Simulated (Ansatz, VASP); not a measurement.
# One calculation of CdS, two programs

```xyz
2
Lattice="0.0000 2.7268 2.7268 2.7268 0.0000 2.7268 2.7268 2.7268 0.0000" Properties=species:S:1:pos:R:3 pbc="T T T"
Cd    0.0000    0.0000    0.0000
S     2.7268    2.7268    2.7268
```

Alike in both runs: task single point; functional r2SCAN; k mesh 6 × 6 × 6; no spin polarisation.

```csv
,VASP,Ansatz
version,VASP 6.6.1,Ansatz 0.2.0
potentials or method,"VASP PAW PBE potentials, release 64 (Cd, S)","plane waves, PAW"
plane-wave cutoff (eV),520,500
occupations,"gaussian, width 0.01 eV",fixed
valence electrons in the cell,18,26
```

```tsv
	VASP	Ansatz	Ansatz less VASP
gap on the k mesh at the Fermi level (eV)	0.73	0.75	+0.018
pressure (GPa)	0.5	0.0	-0.48
```

VASP's potentials were made for PBE, not for r2SCAN. VASP's potentials hold 18 valence electrons a cell and Ansatz's 26, so a difference there can come from the potentials and not from the codes.
